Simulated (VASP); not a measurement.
Here is a VASP 6.6.1 calculation.

File INCAR:

```
ALGO = Normal
EDIFF = 1E-7
ENCUT = 520
GGA = PE
ISIF = 2
ISMEAR = 0
LASPH = True
LCHARG = False
LREAL = False
LWAVE = False
NBANDS = 26
NELM = 80
PREC = Accurate
SIGMA = 0.1
```

KPOINTS

```
k-points
0
Gamma
  6 6 6
```

File POSCAR:

```
SrW2
1.0
   -1.9962833645      1.9962833645      4.0532783186
    1.9962833645     -1.9962833645      4.0532783186
    1.9962833645      1.9962833645     -4.0532783186
Sr W
1 2
Direct
    0.0000000000      0.0000000000      0.0000000000
    0.6599692837      0.6599692837      0.0000000000
    0.3400307163      0.3400307163      0.0000000000
```

Potentials or basis: VASP PAW PBE potentials, release 64 (Sr_sv, W_sv).

Run with:

```console
$ cat potpaw_PBE.64/Sr_sv/POTCAR potpaw_PBE.64/W_sv/POTCAR > POTCAR
$ mpirun -np 1 vasp_std > vasp.out
```

Predict the band gap on the k mesh.

zero (bands 19 and 20 overlap by 0.71 eV).

What does it give for the largest force?

0.013 eV/Å.

Forces in eV/Å, atoms in the order of the input:
```
Sr   0.000  0.000  0.000
W    0.000  0.000 -0.013
W    0.000  0.000  0.013
```

Caveat: spin-orbit coupling is left out, which moves the levels of the heavy elements.
